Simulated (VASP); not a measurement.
# Co (P6_3/mmc) in VASP: a series of runs

Runs on Co. Level: PBE. Tasks: single point.

All numbers are computed with VASP 6.6.1; they aren't measurements. Logs are shortened: lines on timing, memory, paths and dates and some standing lists are left out, and cuts for length are marked.

**1. The cell of the first run**

The structure is hexagonal, space group P6_3/mmc (No. 194). The conventional cell has a = 2.472 Å, b = 2.472 Å, c = 4.021 Å, α = 90.00°, β = 90.00°, γ = 120.00°. Within 3.3 Å of Co (site symmetry -6m2) lie 12 Co at 2.47 Å.

**2. Single point, PBE, collinear spin, ferromagnetic start**

Contents of INCAR:

```
SYSTEM = Co
PREC = Accurate
ENCUT = 600
EDIFF = 1E-6
ISMEAR = 0
SIGMA = 0.1
LREAL = .FALSE.
LASPH = .TRUE.
NELM = 200
ALGO = Normal
ISIF = 2
LWAVE = .FALSE.
LCHARG = .TRUE.
ISPIN = 2
MAGMOM = 3 3
LORBIT = 11
LMAXMIX = 4
GGA = PE
LELF = .TRUE.
LVHAR = .TRUE.
NBANDS = 20
GGA_COMPAT = .FALSE.
```

Contents of KPOINTS:

```
regular mesh
0
G
  9 9 4
  0 0 0
```

Contents of POSCAR:

```
Co
1.0
    2.4719999032      0.0000000000      0.0000000000
   -1.2359999516      2.1408147143      0.0000000000
    0.0000000000      0.0000000000      4.0211440800
Co
2
Direct
    0.3333333300      0.6666666700      0.2500000000
    0.6666666700      0.3333333300      0.7500000000
```

Potentials or basis: VASP PAW PBE potentials, release 64 (Co).

Command:

```bash
cat potpaw_PBE.64/Co/POTCAR > POTCAR
mpirun -np 1 vasp_std > vasp.out
```

OUTCAR:

```text
SYSTEM = Co
   PREC = Accurate
   ENCUT = 600
   EDIFF = 1E-6
   ISMEAR = 0
   LREAL = .FALSE.
   LASPH = .TRUE.
   NELM = 200
   ISIF = 2
   ISPIN = 2
   LORBIT = 11
   GGA = PE

 ion  position               nearest neighbor table
   1  0.333  0.667  0.250-   2 2.47   2 2.47   2 2.47   2 2.47   2 2.47   2 2.47
   2  0.667  0.333  0.750-   1 2.47   1 2.47   1 2.47   1 2.47   1 2.47   1 2.47

  LATTYP: Found a hexagonal cell.
 ALAT       =     2.4719999032
 C/A-ratio  =     1.6266764715

  Lattice vectors:

 A1 = (   2.4719999032,   0.0000000000,   0.0000000000)
 A2 = (  -1.2359999516,   2.1408147143,   0.0000000000)
 A3 = (   0.0000000000,   0.0000000000,   4.0211440800)

Analysis of symmetry for initial positions (statically):
=====================================================================
 Subroutine PRICEL returns:
 Original cell was already a primitive cell.

 Routine SETGRP: Setting up the symmetry group for a
 hexagonal supercell.

 Subroutine GETGRP returns: Found 24 space group operations
 (whereof 12 operations were pure point group operations)
 out of a pool of 24 trial point group operations.

The static configuration has the point symmetry D_3d.
 The point group associated with its full space group is D_6h.

Analysis of symmetry for dynamics (positions and initial velocities):
=====================================================================
 Subroutine PRICEL returns:
 Original cell was already a primitive cell.

 Routine SETGRP: Setting up the symmetry group for a
 hexagonal supercell.

 Subroutine GETGRP returns: Found 24 space group operations
 (whereof 12 operations were pure point group operations)
 out of a pool of 24 trial point group operations.

The dynamic configuration has the point symmetry D_3d.
 The point group associated with its full space group is D_6h.

Analysis of structural, dynamic, and magnetic symmetry:
=====================================================================
 Subroutine PRICEL returns:
 Original cell was already a primitive cell.

 Routine SETGRP: Setting up the symmetry group for a
 hexagonal supercell.

 Subroutine GETGRP returns: Found 24 space group operations
 (whereof 12 operations were pure point group operations)
 out of a pool of 24 trial point group operations.

The overall configuration has the point symmetry D_3d.
 The point group associated with its full space group is D_6h.

 Subroutine INISYM returns: Found 24 space group operations
 (whereof 12 operations are pure point group operations),
 and found     1 'primitive' translations

----------------------------------------------------------------------------------------

                                     Primitive cell

  volume of cell :      21.2803

  direct lattice vectors                    reciprocal lattice vectors
     2.471999903  0.000000000  0.000000000     0.404530760  0.233555943  0.000000000
    -1.235999952  2.140814714  0.000000000     0.000000000  0.467111887  0.000000000
     0.000000000  0.000000000  4.021144080     0.000000000  0.000000000  0.248685444

  length of vectors
     2.471999903  2.471999903  4.021144080     0.467111887  0.467111887  0.248685444

  position of ions in fractional coordinates (direct lattice)
     0.333333330  0.666666670  0.250000000
     0.666666670  0.333333330  0.750000000

  ion indices of the primitive-cell ions
   primitive index   ion index
                 1           1
                 2           2

----------------------------------------------------------------------------------------

 KPOINTS: regular mesh

Automatic generation of k-mesh.
 Grid dimensions read from file:
 generate k-points for:    9    9    4

 Generating k-lattice:

  Cartesian coordinates                     Fractional coordinates (reciprocal lattice)
     0.044947862  0.025950660  0.000000000     0.111111111 -0.000000000  0.000000000
     0.000000000  0.051901321  0.000000000     0.000000000  0.111111111  0.000000000
     0.000000000  0.000000000  0.062171361     0.000000000  0.000000000  0.250000000

  Length of vectors
     0.051901321  0.051901321  0.062171361

  Shift w.r.t. Gamma in fractional coordinates (k-lattice)
     0.000000000  0.000000000  0.000000000

 Subroutine IBZKPT returns following result:
 ===========================================

 Found     36 irreducible k-points:

 Following reciprocal coordinates:
            Coordinates               Weight
  0.000000  0.000000  0.000000      1.000000
  0.111111  0.000000  0.000000      6.000000
  0.222222  0.000000  0.000000      6.000000
  0.333333 -0.000000  0.000000      6.000000
  0.444444  0.000000  0.000000      6.000000
  0.111111  0.111111  0.000000      6.000000
[... 16 lines left out ...]
  0.333333  0.222222  0.250000     24.000000
  0.333333  0.333333  0.250000      4.000000
 [... further k-points ...]
   k-points           NKPTS =     36   k-points in BZ     NKDIM =     36   number of bands    NBANDS=     20
   number of dos      NEDOS =    301   number of ions     NIONS =      2
   total plane-waves  NPLWV =  12800
   dimension x,y,z NGX =    20 NGY =   20 NGZ =   32
   dimension x,y,z NGXF=    40 NGYF=   40 NGZF=   64
   ions per type =               2
   NGX,Y,Z   is equivalent  to a cutoff of  13.45, 13.45, 13.23 a.u.
   NGXF,Y,Z  is equivalent  to a cutoff of  26.90, 26.90, 26.46 a.u.
 SYSTEM =  Co
   PREC   = accura    normal or accurate (medium, high low for compatibility)
   ISTART =      0    job   : 0-new  1-cont  2-samecut
   ICHARG =      2    charge: 1-file 2-atom 10-const
   ISPIN  =      2    spin polarized calculation?
   LNONCOLLINEAR =      F non collinear calculations
   LSORBIT =      F    spin-orbit coupling
   LASPH  =      T    aspherical Exc in radial PAW
   ENCUT  =  600.0 eV  44.10 Ry    6.64 a.u.   4.94  4.94  8.03*2*pi/ulx,y,z
   NELM   =    200;   NELMIN=  2; NELMDL= -5     # of ELM steps
   EDIFF  = 0.1E-05   stopping-criterion for ELM
   LREAL  =      F    real-space projection
   EDIFFG = 0.1E-04   stopping-criterion for IOM
   NSW    =      0    number of steps for IOM
   IBRION =     -1    ionic relax: 0-MD 1-quasi-New 2-CG
   NFREE  =      0    steps in history (QN), initial steepest desc. (CG)
   ISIF   =      2    stress and relaxation
   ISYM   =      2    0-nonsym 1-usesym 2-fastsym
   POTIM  = 0.5000    time-step for ionic-motion
   TEBEG  =    0.0;   TEEND  =   0.0 temperature during run
   PSTRESS=    0.0 pullay stress
   NELECT =      18.0000    total number of electrons
   NUPDOWN=      -1.0000    fix difference up-down
   EMIN   =  10.00;   EMAX   =-10.00  energy-range for DOS
   EFERMI =   0.00;   METHOD = LEGACY
   ISMEAR =     0;   SIGMA  =   0.10  broadening in eV -4-tet -1-fermi 0-gaus
   EFERMI_NEDOS =   21; number of points for ismear=-14 and -15
   IALGO  =     38    algorithm
   IMIX   =      4    mixing-type and parameters
     AMIX     =   0.40;   BMIX     =  1.00
     AMIX_MAG =   1.60;   BMIX_MAG =  1.00
  volume/ion in A,a.u.               =      10.64        71.80
  Fermi-wavevector in a.u.,A,eV,Ry     =   1.548246  2.925761 32.614055  2.397065
  Thomas-Fermi vector in A             =   2.653224
   LORBIT       =     11    0 simple, 1 ext, 2 COOP (PROOUT), +10 PAW based schemes
   GGA     = PE    functional components
   LHFCALC =     F    Hartree Fock is set to
   AEXX    =    0.0000 exact exchange contribution
   IVDW    =     0    specifies the selected vdW correction
   LEPSILON=     F    determine dielectric tensor
   LRPA    =     F    only Hartree local field effects (RPA)
 spin polarized calculation
 Gauss-broadening in eV      SIGMA  =   0.10
  energy-cutoff  :      600.00
  volume of cell :       21.28
 maximum number of plane-waves:       744
 NGX is ok and might be reduce to    20
   NGX =  9   NGY =  9   NGZ = 17

 number of electron      17.9999997 magnetization       3.0884043

 Free energy of the ion-electron system (eV)
  ---------------------------------------------------
  ext. energy  EPLUGINS =         0.00000000
  ---------------------------------------------------
  free energy    TOTEN  =       -14.05843184 eV

  energy without entropy =      -14.04927603  energy(sigma->0) =      -14.05385394

 E-fermi :  10.5506     XC(G=0): -13.5172

 val. band max:       10.5375531789   @ k =   0.1111   0.1111   0.0000
 cond. band min:      10.5865954074   @ k =   0.1111   0.0000   0.2500
 fundamental gap:      0.0490422285
 Fermi energy:        10.5505893412

 spin component 1

 k-point     1 :       0.0000    0.0000    0.0000
  band No.  band energies     occupation
      1       1.5110      1.00000
      2       5.3327      1.00000
      3       7.9032      1.00000
      4       7.9671      1.00000
      5       7.9671      1.00000
      6       8.2836      1.00000
[... 12 lines left out ...]
     19      36.8903      0.00000
     20      36.8903      0.00000

 k-point     2 :       0.1111    0.0000    0.0000
  band No.  band energies     occupation
      1       1.9487      1.00000
      2       5.5919      1.00000
      3       7.6227      1.00000
      4       8.1391      1.00000
      5       8.1735      1.00000
      6       8.2491      1.00000
[... 12 lines left out ...]
     19      37.1720      0.00000
     20      40.2855      0.00000
[... 465 lines left out ...]
      3       6.5897      1.00000
      4       7.0067      1.00000
      5       7.5654      1.00000
      6       8.0194      1.00000
[... 12 lines left out ...]
     19      33.1712      0.00000
     20      39.0503      0.00000

 k-point    24 :       0.3333    0.3333    0.2500
  band No.  band energies     occupation
      1       6.3997      1.00000
      2       6.6339      1.00000
      3       6.6339      1.00000
      4       6.9061      1.00000
      5       7.6316      1.00000
      6       7.6316      1.00000
[... 12 lines left out ...]
     19      30.0913      0.00000
     20      40.4706      0.00000

 [... further k-points ...]

 spin component 2

 k-point     1 :       0.0000    0.0000    0.0000
  band No.  band energies     occupation
      1       1.5091      1.00000
      2       6.2272      1.00000
      3       9.4669      1.00000
      4       9.5239      1.00000
      5       9.5239      1.00000
      6       9.8913      1.00000
[... 12 lines left out ...]
     19      37.1714      0.00000
     20      37.1714      0.00000

 k-point     2 :       0.1111    0.0000    0.0000
  band No.  band energies     occupation
      1       1.9491      1.00000
      2       6.5220      1.00000
      3       9.1179      1.00000
      4       9.3389      1.00000
      5       9.7166      1.00000
      6       9.7499      1.00000
[... 12 lines left out ...]
     19      37.1129      0.00000
     20      40.5603      0.00000
[... 465 lines left out ...]
      3       7.7622      1.00000
      4       8.1731      1.00000
      5       8.9805      1.00000
      6       9.2598      1.00000
[... 12 lines left out ...]
     19      33.3990      0.00000
     20      39.1573      0.00000

 k-point    24 :       0.3333    0.3333    0.2500
  band No.  band energies     occupation
      1       7.6212      1.00000
      2       7.7632      1.00000
      3       7.7632      1.00000
      4       7.8740      1.00000
      5       8.9444      1.00000
      6       8.9444      1.00000
[... 12 lines left out ...]
     19      30.4063      0.00000
     20      40.4786      0.00000

 [... further k-points ...]

------------------------ aborting loop because EDIFF is reached ----------------------------------------

  FORCE on cell =-STRESS in cart. coord.  units (eV):
  Direction    XX          YY          ZZ          XY          YZ          ZX
  --------------------------------------------------------------------------------------
  -------------------------------------------------------------------------------------
  Total        0.4190131      0.4190131      0.3027005     -0.0000000      0.0000000      0.0000000
  in kB       31.5472155     31.5472155     22.7901134     -0.0000000      0.0000000      0.0000000
  external PRESSURE =      28.6281815 kB  Pullay stress =       0.0000000 kB

 VOLUME and BASIS-vectors are now :
 -----------------------------------------------------------------------------
  energy-cutoff  :      600.00
  volume of cell :       21.28
      direct lattice vectors                 reciprocal lattice vectors
     2.471999903  0.000000000  0.000000000     0.404530760  0.233555943  0.000000000
    -1.235999952  2.140814714  0.000000000     0.000000000  0.467111887  0.000000000
     0.000000000  0.000000000  4.021144080     0.000000000  0.000000000  0.248685444

 POSITION                                       TOTAL-FORCE (eV/Angst)
 -----------------------------------------------------------------------------------
     -0.00000      1.42721      1.00529        -0.000000      0.000000      0.000000
      1.23600      0.71360      3.01586         0.000000     -0.000000      0.000000
 -----------------------------------------------------------------------------------
    total drift:                                0.000000     -0.000000     -0.000000

  FREE ENERGIE OF THE ION-ELECTRON SYSTEM (eV)
  ---------------------------------------------------
  free  energy   TOTEN  =       -14.0584318396 eV

  energy  without entropy=      -14.0492760344  energy(sigma->0) =      -14.05385394

 total charge

# of ion       s       p       d       tot
------------------------------------------
    1        0.496   0.534   7.283   8.313
    2        0.496   0.534   7.283   8.313
--------------------------------------------------
tot          0.991   1.068  14.567  16.626

 magnetization (x)

# of ion       s       p       d       tot
------------------------------------------
    1       -0.016  -0.051   1.627   1.560
    2       -0.016  -0.051   1.627   1.560
--------------------------------------------------
tot         -0.031  -0.103   3.253   3.120
```

Run time: 28 s. Hardware: 1 thread of Intel Xeon Platinum 8488C (Sapphire Rapids), shared host; peak memory 0.16 GiB.

Results:

* Free energy: -14.0584 eV
* Pressure: 2.9 GPa
* Net moment: 3.09 μB per cell
* Site moments: Co +1.56 μB
* Valence electrons inside the program's atomic spheres: Co 8.31

Levels at points of the mesh, in eV from the Fermi level:
Spin up:
| k point | band 8 | band 9 | band 10 | band 11 | band 12 | band 13 |
| --- | --- | --- | --- | --- | --- | --- |
| (0.00, 0.00, 0.00) | -1.90 | -1.90 | -0.78 | -0.78 | -0.17 | 6.45 |
| (0.00, 0.00, 0.50) | -2.65 | -1.10 | -1.10 | -1.10 | -1.10 | 15.09 |
Spin down:
| k point | band 6 | band 7 | band 8 | band 9 | band 10 | band 11 |
| --- | --- | --- | --- | --- | --- | --- |
| (0.00, 0.00, 0.00) | -0.66 | -0.66 | -0.22 | -0.19 | -0.19 | 1.04 |
| (0.00, 0.00, 0.50) | -1.08 | -1.08 | -1.08 | 0.69 | 0.69 | 0.69 |

Caveat: the k points lie up to 0.39 Å⁻¹ apart.

**3. Single point, PBE, collinear spin, ferromagnetic start**

This run uses another cell than the first one, of 10.85 Å³/atom.

Contents of INCAR:

```
SYSTEM = Co
PREC     = Accurate       ! precision mode
ENCUT    = 520            ! plane-wave cutoff, eV
EDIFF    = 1E-7           ! SCF threshold, eV
ISMEAR   = 0              ! smearing method
SIGMA    = 0.1            ! smearing width, eV
LREAL    = .FALSE.        ! projectors in reciprocal space
LASPH    = .TRUE.         ! aspherical terms in the spheres
NELM     = 150            ! most SCF steps
ALGO     = Normal         ! electronic algorithm
ISIF     = 2              ! what is computed and relaxed
LWAVE    = .FALSE.        ! write WAVECAR
LCHARG   = .FALSE.        ! write CHGCAR
ISPIN    = 2              ! spin polarisation
MAGMOM   = 1.79 1.79      ! initial moments
LORBIT   = 11             ! projections on sites
LMAXMIX  = 4              ! l up to which the mixer works
GGA      = PE             ! functional
NBANDS   = 20             ! bands
```

Contents of KPOINTS:

```
regular mesh
0
G
  27 27 14
  0 0 0
```

Contents of POSCAR:

```
Co
1.0
    2.4932688027      0.0000000000      0.0000000000
   -1.2466344014      2.1592341216      0.0000000000
    0.0000000000      0.0000000000      4.0320502596
Co
2
Direct
    0.3333333333      0.6666666667      0.2500000000
    0.6666666667      0.3333333333      0.7500000000
```

Potentials or basis: VASP PAW PBE potentials, release 64 (Co).

Command:

```bash
cat potpaw_PBE.64/Co/POTCAR > POTCAR
mpirun -np 1 vasp_std > vasp.out
```

OUTCAR:

```text
SYSTEM = Co
   PREC = Accurate
   ENCUT = 520
   EDIFF = 1E-7
   ISMEAR = 0
   LREAL = .FALSE.
   LASPH = .TRUE.
   NELM = 150
   ISIF = 2
   ISPIN = 2
   LORBIT = 11
   GGA = PE

 ion  position               nearest neighbor table
   1  0.333  0.667  0.250-   2 2.48   2 2.48   2 2.48   2 2.48   2 2.48   2 2.48
   2  0.667  0.333  0.750-   1 2.48   1 2.48   1 2.48   1 2.48   1 2.48   1 2.48

  LATTYP: Found a hexagonal cell.
 ALAT       =     2.4932688027
 C/A-ratio  =     1.6171743116

  Lattice vectors:

 A1 = (   2.4932688027,   0.0000000000,   0.0000000000)
 A2 = (  -1.2466344014,   2.1592341216,   0.0000000000)
 A3 = (   0.0000000000,   0.0000000000,   4.0320502596)

[... 1323 lines left out ...]
  energy-cutoff  :      520.00
  volume of cell :       21.71
      direct lattice vectors                 reciprocal lattice vectors
     2.493268803  0.000000000  0.000000000     0.401079899  0.231563588  0.000000000
    -1.246634401  2.159234122  0.000000000     0.000000000  0.463127176  0.000000000
     0.000000000  0.000000000  4.032050260     0.000000000  0.000000000  0.248012781

 POSITION                                       TOTAL-FORCE (eV/Angst)
 -----------------------------------------------------------------------------------
     -0.00000      1.43949      1.00801        -0.000000      0.000000      0.000000
      1.24663      0.71974      3.02404         0.000000      0.000000      0.000000
 -----------------------------------------------------------------------------------
    total drift:                                0.000000     -0.000000     -0.000000

  FREE ENERGIE OF THE ION-ELECTRON SYSTEM (eV)
  ---------------------------------------------------
  free  energy   TOTEN  =       -14.0757355508 eV

  energy  without entropy=      -14.0672778515  energy(sigma->0) =      -14.07150670

 total charge

# of ion       s       p       d       tot
------------------------------------------
    1        0.488   0.520   7.264   8.272
    2        0.488   0.520   7.264   8.272
--------------------------------------------------
tot          0.976   1.041  14.528  16.545

 magnetization (x)

# of ion       s       p       d       tot
------------------------------------------
    1       -0.015  -0.055   1.692   1.621
    2       -0.015  -0.055   1.692   1.621
--------------------------------------------------
tot         -0.030  -0.111   3.383   3.242
```

Run time: 3.6 min. Hardware: 1 thread of Intel Xeon 6975P-C (Granite Rapids), shared host; peak memory 0.43 GiB.

Results:

- Free energy: -14.0757 eV
- Pressure: -0.7 GPa
- Net moment: 3.20 μB per cell
- Site moments: Co +1.62 μB
- Valence electrons inside the program's atomic spheres: Co 8.27
